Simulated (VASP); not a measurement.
# MoRu5 (P-62m) in VASP: notebook, part 2 of 2

VASP 6.6.1.

## 3. Single point, PBE (volume scaled by 1.06, then relaxed in part)

The input, INCAR:

```
PREC = Accurate ; ENCUT = 520
EDIFF = 1E-6 ; ISMEAR = 0
SIGMA = 0.1 ; LREAL = False
LASPH = True ; NELM = 60
ALGO = Fast ; ISIF = 2
LWAVE = False ; LCHARG = False
GGA = PE ; NBANDS = 51
```

The input, KPOINTS:

```
Automatic mesh
0
Gamma
  12 12 10
```

The input, POSCAR:

```
MoRu5
1.0
    4.8525180535      0.0000000000      0.0000000000
   -2.4262590268      4.2024039067      0.0000000000
    0.0000000000      0.0000000000      4.3922069231
Mo Ru
1 5
Direct
    0.0000000000      0.0000000000      0.0000000000
    0.3333333333      0.6666666667      0.0000000000
    0.6666666667      0.3333333333      0.0000000000
    0.6609974567      0.6609974567      0.5000000000
    0.3390025433      0.0000000000      0.5000000000
    0.0000000000      0.3390025433      0.5000000000
```

Potentials or basis: VASP PAW PBE potentials, release 64 (Mo_sv, Ru_pv).

The run is started by

```bash
cat potpaw_PBE.64/Mo_sv/POTCAR potpaw_PBE.64/Ru_pv/POTCAR > POTCAR
mpirun -np 1 vasp_std > vasp.out
```

OUTCAR:

```text
PREC = Accurate
   ENCUT = 520
   EDIFF = 1E-6
   ISMEAR = 0
   LREAL = False
   LASPH = True
   NELM = 60
   ISIF = 2
   GGA = PE

 ion  position               nearest neighbor table
   1  0.000  0.000  0.000-   5 2.74   5 2.74   4 2.74   4 2.74   6 2.74   6 2.74   2 2.80   3 2.80
                             3 2.80   2 2.80   3 2.80   2 2.80
   2  0.333  0.667  0.000-   5 2.72   5 2.72   6 2.72   6 2.72   4 2.72   4 2.72   3 2.80   1 2.80
                             3 2.80   1 2.80   1 2.80   3 2.80
   3  0.667  0.333  0.000-   6 2.72   6 2.72   5 2.72   5 2.72   4 2.72   4 2.72   2 2.80   1 2.80
                             2 2.80   1 2.80   1 2.80   2 2.80
   4  0.661  0.661  0.500-   2 2.72   2 2.72   3 2.72   3 2.72   1 2.74   1 2.74   6 2.78   6 2.78
                             5 2.78   5 2.78   5 2.85   6 2.85
   5  0.339  0.000  0.500-   2 2.72   2 2.72   3 2.72   3 2.72   1 2.74   1 2.74   6 2.78   4 2.78
                             6 2.78   4 2.78   4 2.85   6 2.85
   6  0.000  0.339  0.500-   3 2.72   3 2.72   2 2.72   2 2.72   1 2.74   1 2.74   4 2.78   5 2.78
                             4 2.78   5 2.78   5 2.85   4 2.85

  LATTYP: Found a hexagonal cell.
 ALAT       =     4.8525180535
 C/A-ratio  =     0.9051397387

  Lattice vectors:

 A1 = (   4.8525180535,   0.0000000000,   0.0000000000)
 A2 = (  -2.4262590268,   4.2024039067,   0.0000000000)
 A3 = (   0.0000000000,   0.0000000000,   4.3922069231)

Analysis of symmetry for initial positions (statically):
=====================================================================
 Subroutine PRICEL returns:
 Original cell was already a primitive cell.

 Routine SETGRP: Setting up the symmetry group for a
 hexagonal supercell.

 Subroutine GETGRP returns: Found 12 space group operations
 (whereof 12 operations were pure point group operations)
 out of a pool of 24 trial point group operations.

The static configuration has the point symmetry D_3h.

Analysis of symmetry for dynamics (positions and initial velocities):
=====================================================================
 Subroutine PRICEL returns:
 Original cell was already a primitive cell.

 Routine SETGRP: Setting up the symmetry group for a
 hexagonal supercell.

 Subroutine GETGRP returns: Found 12 space group operations
 (whereof 12 operations were pure point group operations)
 out of a pool of 24 trial point group operations.

The dynamic configuration has the point symmetry D_3h.

 Subroutine INISYM returns: Found 12 space group operations
 (whereof 12 operations are pure point group operations),
 and found     1 'primitive' translations

----------------------------------------------------------------------------------------

                                     Primitive cell

  volume of cell :      89.5669

  direct lattice vectors                    reciprocal lattice vectors
     4.852518053  0.000000000  0.000000000     0.206078574  0.118979520  0.000000000
    -2.426259027  4.202403907  0.000000000     0.000000000  0.237959040  0.000000000
     0.000000000  0.000000000  4.392206923     0.000000000  0.000000000  0.227675976

  length of vectors
     4.852518053  4.852518054  4.392206923     0.237959040  0.237959040  0.227675976

  position of ions in fractional coordinates (direct lattice)
     0.000000000  0.000000000  0.000000000
     0.333333333  0.666666667  0.000000000
     0.666666667  0.333333333  0.000000000
     0.660997457  0.660997457  0.500000000
     0.339002543  0.000000000  0.500000000
     1.000000000  0.339002543  0.500000000

[... 39 lines left out ...]
  0.166667  0.000000  0.000000      6.000000
  0.250000  0.000000  0.000000      6.000000
  0.333333  0.000000  0.000000      6.000000
  0.416667  0.000000  0.000000      6.000000
[... 16 lines left out ...]
  0.250000  0.000000  0.100000     12.000000
  0.333333  0.000000  0.100000     12.000000
 [... further k-points ...]
   k-points           NKPTS =    114   k-points in BZ     NKDIM =    114   number of bands    NBANDS=     51
   number of dos      NEDOS =    301   number of ions     NIONS =      6
   total plane-waves  NPLWV =  46656
   dimension x,y,z NGX =    36 NGY =   36 NGZ =   36
   dimension x,y,z NGXF=    72 NGYF=   72 NGZF=   72
   ions per type =               1   5
   NGX,Y,Z   is equivalent  to a cutoff of  12.33, 12.33, 13.63 a.u.
   NGXF,Y,Z  is equivalent  to a cutoff of  24.67, 24.67, 27.25 a.u.
 SYSTEM =  unknown system
   PREC   = accura    normal or accurate (medium, high low for compatibility)
   ISTART =      0    job   : 0-new  1-cont  2-samecut
   ICHARG =      2    charge: 1-file 2-atom 10-const
   ISPIN  =      1    spin polarized calculation?
   LNONCOLLINEAR =      F non collinear calculations
   LSORBIT =      F    spin-orbit coupling
   LASPH  =      T    aspherical Exc in radial PAW
   ENCUT  =  520.0 eV  38.22 Ry    6.18 a.u.   9.02  9.02  8.17*2*pi/ulx,y,z
   NELM   =     60;   NELMIN=  2; NELMDL= -5     # of ELM steps
   EDIFF  = 0.1E-05   stopping-criterion for ELM
   LREAL  =      F    real-space projection
   EDIFFG = 0.1E-04   stopping-criterion for IOM
   NSW    =      0    number of steps for IOM
   IBRION =     -1    ionic relax: 0-MD 1-quasi-New 2-CG
   NFREE  =      0    steps in history (QN), initial steepest desc. (CG)
   ISIF   =      2    stress and relaxation
   ISYM   =      2    0-nonsym 1-usesym 2-fastsym
   POTIM  = 0.5000    time-step for ionic-motion
   TEBEG  =    0.0;   TEEND  =   0.0 temperature during run
   PSTRESS=    0.0 pullay stress
   NELECT =      84.0000    total number of electrons
   NUPDOWN=      -1.0000    fix difference up-down
   EMIN   =  10.00;   EMAX   =-10.00  energy-range for DOS
   EFERMI =   0.00;   METHOD = LEGACY
   ISMEAR =     0;   SIGMA  =   0.10  broadening in eV -4-tet -1-fermi 0-gaus
   EFERMI_NEDOS =   21; number of points for ismear=-14 and -15
   IALGO  =     68    algorithm
   IMIX   =      4    mixing-type and parameters
     AMIX     =   0.40;   BMIX     =  1.00
     AMIX_MAG =   1.60;   BMIX_MAG =  1.00
  volume/ion in A,a.u.               =      14.93       100.74
  Fermi-wavevector in a.u.,A,eV,Ry     =   1.602453  3.028197 34.937804  2.567856
  Thomas-Fermi vector in A             =   2.699271
   LORBIT       =      0    0 simple, 1 ext, 2 COOP (PROOUT), +10 PAW based schemes
   GGA     = PE    functional components
   LHFCALC =     F    Hartree Fock is set to
   AEXX    =    0.0000 exact exchange contribution
   IVDW    =     0    specifies the selected vdW correction
   LEPSILON=     F    determine dielectric tensor
   LRPA    =     F    only Hartree local field effects (RPA)
 non-spin polarized calculation
 RMM-DIIS sequential band-by-band and
 Gauss-broadening in eV      SIGMA  =   0.10
  energy-cutoff  :      520.00
  volume of cell :       89.57
 maximum number of plane-waves:      2442
   NGX = 19   NGY = 19   NGZ = 17

 number of electron      83.9999996 magnetization

 Free energy of the ion-electron system (eV)
  ---------------------------------------------------
  ext. energy  EPLUGINS =         0.00000000
  ---------------------------------------------------
  free energy    TOTEN  =       -57.05789386 eV

  energy without entropy =      -57.02940830  energy(sigma->0) =      -57.04365108

 E-fermi :  11.3960     XC(G=0): -13.5554

 val. band max:       11.3957226168   @ k =   0.2500   0.2500   0.5000
 cond. band min:      11.4003668818   @ k =   0.3333   0.1667   0.3000
 fundamental gap:      0.0046442650
 Fermi energy:        11.3960397636

 k-point     1 :       0.0000    0.0000    0.0000
  band No.  band energies     occupation
      1     -49.5340      2.00000
      2     -31.6862      2.00000
      3     -31.4790      2.00000
      4     -31.4790      2.00000
      5     -31.4396      2.00000
      6     -31.3305      2.00000
[... 1285 lines left out ...]
     50      13.6844      0.00000
     51      14.5199      0.00000

 [... further k-points ...]
[... 5 lines left out ...]
  --------------------------------------------------------------------------------------
  -------------------------------------------------------------------------------------
  Total       -8.5295730     -8.5295730     -8.5251130      0.0000000     -0.0000000      0.0000000
  in kB     -152.5773723   -152.5773723   -152.4975916      0.0000000     -0.0000000      0.0000000
  external PRESSURE =    -152.5507788 kB  Pullay stress =       0.0000000 kB

 VOLUME and BASIS-vectors are now :
 -----------------------------------------------------------------------------
  energy-cutoff  :      520.00
  volume of cell :       89.57
      direct lattice vectors                 reciprocal lattice vectors
     4.852518053  0.000000000  0.000000000     0.206078574  0.118979520  0.000000000
    -2.426259027  4.202403907  0.000000000     0.000000000  0.237959040  0.000000000
     0.000000000  0.000000000  4.392206923     0.000000000  0.000000000  0.227675976

 POSITION                                       TOTAL-FORCE (eV/Angst)
 -----------------------------------------------------------------------------------
      0.00000      0.00000      0.00000        -0.000000     -0.000000      0.000000
     -0.00000      2.80160      0.00000        -0.000000      0.000000      0.000000
      2.42626      1.40080      0.00000        -0.000000      0.000000      0.000000
      1.60375      2.77778      2.19610        -0.003624     -0.006278      0.000000
      1.64502      0.00000      2.19610         0.007249      0.000000      0.000000
     -0.82251      1.42463      2.19610        -0.003624      0.006278     -0.000000
 -----------------------------------------------------------------------------------
    total drift:                                0.000001      0.000001      0.000000

  FREE ENERGIE OF THE ION-ELECTRON SYSTEM (eV)
  ---------------------------------------------------
  free  energy   TOTEN  =       -57.0578938634 eV

  energy  without entropy=      -57.0294083014  energy(sigma->0) =      -57.04365108
```

Run time: 5.2 min. Hardware: 1 thread of Intel Xeon Platinum 8488C (Sapphire Rapids), shared host; peak memory 0.49 GiB.

Results:

```yaml
Free_energy: -57.0579 eV
Pressure: -15.3 GPa
Largest_force: 0.007 eV/Å
Band_gap_on_the_k_mesh: zero (band 42 reaches 11.97 eV, above the bottom of band 43 at 10.84 eV)
```

Forces in eV/Å, atoms in the order of the input:
```
Mo   0.000  0.000  0.000
Ru   0.000  0.000  0.000
Ru   0.000  0.000  0.000
Ru  -0.004 -0.006  0.000
Ru   0.007  0.000  0.000
Ru  -0.004  0.006  0.000
```

Levels at points of the mesh, in eV from the Fermi level:
```
           k point  band 38  band 39  band 40  band 41  band 42  band 43  band 44  band 45  band 46  band 47
(0.00, 0.00, 0.00)    -1.34    -0.91    -0.91    -0.48    -0.48     0.99     1.33     1.33     1.43     1.43
(0.50, 0.00, 0.00)    -1.09    -1.04    -0.80    -0.62    -0.01     0.01     0.35     0.73     1.45     1.62
(0.00, 0.00, 0.50)    -1.83    -1.83    -0.72    -0.72    -0.53    -0.53     0.81     0.81     1.03     1.03
(0.50, 0.00, 0.50)    -0.99    -0.79    -0.59    -0.38     0.58     0.92     1.01     1.04     1.54     1.65
```
